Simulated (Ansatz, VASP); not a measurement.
## Two plane-wave programs on TaTeS

```
Ta Te S
1.0
     3.54237    0.00000    0.00000
    -1.77118    3.06778    0.00000
     0.00000    0.00000   30.66412
Ta Te S
1 1 1
Direct
  0.00000 0.00000 0.28553
  0.66667 0.33333 0.34861
  0.33333 0.66667 0.23991
```

Alike in both runs: task single point; functional PBE; k mesh 6 × 6 × 1; occupations gaussian, width 0.1 eV; no spin polarisation.

|  | VASP | Ansatz |
| --- | --- | --- |
| version | VASP 6.6.1 | Ansatz 0.2.0 |
| potentials or method | VASP PAW PBE potentials, release 64 (Ta_pv, Te, S), cutoff 520 eV | scalar-relativistic, plane waves, PAW |
| valence electrons in the cell | 23 | 35 |

```tsv
	VASP	Ansatz	Ansatz less VASP
gap on the k mesh at the Fermi level (eV)	none	none	-
rms of the force components (eV/Å)	0.017	0.012	-0.0056
```

Atom by atom the forces differ by 0.006 eV/Å (rms over components). A gap of «none» marks a metal or a gap that the smearing closes. VASP's potentials hold 23 valence electrons a cell and Ansatz's 35, so a difference there can come from the potentials and not from the codes. Ansatz's warnings: structure snapped to symmetry.

Neither program's run includes spin-orbit coupling.
